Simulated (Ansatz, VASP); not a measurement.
# One calculation of ZnAu, two programs

```
Zn Au
1.0
     3.14700    0.00000    0.00000
     0.00000    3.14700    0.00000
     0.00000    0.00000    3.14700
Zn Au
1 1
Direct
  0.50000 0.50000 0.50000
  0.00000 0.00000 0.00000
```

Alike in both runs: task single point; functional PBEsol; k mesh 14 × 14 × 14; occupations gaussian, width 0.1 eV; no spin polarisation.

```csv
,VASP,Ansatz
version,VASP 6.6.1,Ansatz 0.2.0
potentials or method,"VASP PAW PBE potentials, release 64 (Zn, Au), cutoff 520 eV","scalar-relativistic, plane waves, PAW"
valence electrons in the cell,23,31
```

```tsv
	VASP	Ansatz	Ansatz less VASP
gap on the k mesh at the Fermi level (eV)	none	none	-
pressure (GPa)	-2.3	-2.4	-0.12
```

VASP's potentials were made for PBE, not for PBEsol. A gap of «none» marks a metal or a gap that the smearing closes. The functional is the same, so the differences come from potentials, cutoffs and numerics. VASP's potentials hold 23 valence electrons a cell and Ansatz's 31, so a difference there can come from the potentials and not from the codes.

Neither program's run includes spin-orbit coupling.
